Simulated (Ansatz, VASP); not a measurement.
## Two plane-wave programs on BiS4

File INCAR:

```
PREC     = Accurate       # precision mode
ENCUT    = 600            # plane-wave cutoff, eV
EDIFF    = 1E-6           # SCF threshold, eV
ISMEAR   = 0              # smearing method
SIGMA    = 0.1            # smearing width, eV
LREAL    = F              # projectors in reciprocal space
LASPH    = T              # aspherical terms in the spheres
NELM     = 80             # most SCF steps
ALGO     = Normal         # electronic algorithm
ISIF     = 3              # what is computed and relaxed
LWAVE    = F              # write WAVECAR
LCHARG   = F              # write CHGCAR
GGA      = PE             # functional
IBRION   = 2              # ionic algorithm
NSW      = 100            # ionic steps
EDIFFG   = -0.01          # ionic threshold
```

The input KPOINTS:

```
regular mesh
0
Gamma
  8 8 8
```

The input POSCAR:

```
BiS4
1.0
   -3.2222725598      3.2222725598      3.2222725598
    3.2222725598     -3.2222725598      3.2222725598
    3.2222725598      3.2222725598     -3.2222725598
Bi S
1 4
Direct
    0.0000000000      0.0000000000      0.0000000000
    0.0000000000      0.0000000000      0.5384820652
    0.5384820652      0.0000000000      0.0000000000
    0.0000000000      0.5384820652      0.0000000000
    0.4615179348      0.4615179348      0.4615179348
```

Input for Ansatz:

```yaml
crystal:
  lattice:
    - [-3.2222725598, 3.2222725598, 3.2222725598]
    - [3.2222725598, -3.2222725598, 3.2222725598]
    - [3.2222725598, 3.2222725598, -3.2222725598]
  atoms:
    - { symbol: Bi, position: [0.0, 0.0, 0.0] }
    - { symbol: S, position: [0.0, 0.0, 0.5384820652] }
    - { symbol: S, position: [0.5384820652, 0.0, 0.0] }
    - { symbol: S, position: [0.0, 0.5384820652, 0.0] }
    - { symbol: S, position: [0.4615179348, 0.4615179348, 0.4615179348] }
basis:
  ecutwfc: 420
kpoints:
  mp_grid: { grid: [8, 8, 8] }
hamiltonian:
  xc: pbe
scf:
  occupations: { method: gaussian, width: 0.1 }
output:
  forces: true
  stress: true
  eigenvalues: true
relax:
  adjacent_minimum: "off"
  f_tol: 0.01
  max_steps: 80
  cell: { stress_tol: 0.05 }
```

Change from the starting cell: species swapped into the H4C type (I-43m, No. 217).

Alike in both runs: task relaxation of cell and atoms; functional PBE; k mesh 8 × 8 × 8; occupations gaussian, width 0.1 eV; no spin polarisation.

|  | VASP | Ansatz |
| --- | --- | --- |
| version | VASP 6.6.1 | Ansatz 0.2.0 |
| potentials or method | VASP PAW PBE potentials, release 64 (Bi_d, S), cutoff 600 eV | scalar-relativistic, plane waves, PAW |
| valence electrons in the cell | 39 | 39 |

Ansatz gave:

| Item | Value |
| --- | --- |
| gap on the k mesh at the Fermi level, each at its own relaxed structure (eV) | none |
| relaxed volume (Å³/atom) | 25.90 |
| relaxed cell length with the largest relative difference (Å) | 5.520 |

Problem. Which values does VASP return?

Solution. gap on the k mesh at the Fermi level, each at its own relaxed structure (eV): none; relaxed volume (Å³/atom): 25.90; relaxed cell length with the largest relative difference (Å): 5.521.

A gap of «none» marks a metal or a gap that the smearing closes.

Neither program's run includes spin-orbit coupling.
